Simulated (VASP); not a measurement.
Write the native input for VASP 6.6.1 that does the following.

```yaml
Task: single point
Functional: PBEsol
Potentials_or_basis: VASP PAW PBE potentials, release 64 (Al, N)
Cutoff: 520 eV
k_mesh: 9 × 9 × 6
Occupations: gaussian, width 0.05 eV
Spin: no spin polarisation
Dipole_correction: no
Further_INCAR_settings: ALGO = Normal; EDIFF = 1e-07; NBANDS = 16
```

The structure of AlN lies in POSCAR:

```
AlN
1.0
    3.1576671839      0.0000000000      0.0000000000
   -1.5788335919      2.7346199979      0.0000000000
    0.0000000000      0.0000000000      4.9780000000
Al N
2 2
Direct
    0.3333333333      0.6666666667      0.0000000000
    0.6666666667      0.3333333333      0.5000000000
    0.3333333333      0.6666666667      0.3850000000
    0.6666666667      0.3333333333      0.8850000000
```

This cell differs from its parent crystal: strain +0.015 along x and y, +0.000 along z.

One way to write it, as run:

INCAR

```
SYSTEM = AlN
PREC = Accurate
ENCUT = 520
EDIFF = 1E-7
ISMEAR = 0
SIGMA = 0.05
LREAL = .FALSE.
LASPH = .TRUE.
NELM = 60
ALGO = Normal
ISIF = 2
LWAVE = .FALSE.
LCHARG = .FALSE.
GGA = PS
NBANDS = 16
```

KPOINTS

```
regular mesh
0
G
  9 9 6
  0 0 0
```

Potentials or basis: VASP PAW PBE potentials, release 64 (Al, N).

Launch:

```bash
$ cat potpaw_PBE.64/Al/POTCAR potpaw_PBE.64/N/POTCAR > POTCAR
$ mpirun -np 1 vasp_std > vasp.out
```

Results of the run:

```json
{
  "Pressure": "-5.4 GPa",
  "Largest force": "0.023 eV/Å",
  "Band gap on the k mesh": "3.80 eV, direct"
}
```

Caveat: the cell differs from its parent crystal (strain +0.015 along x and y, +0.000 along z); the PAW data sets were made with another functional, which shifts forces and pressure a little.

It took 58 s on 1 thread of AMD EPYC 7R13 Processor (Zen 3), on a shared host, peak memory 0.13 GiB.
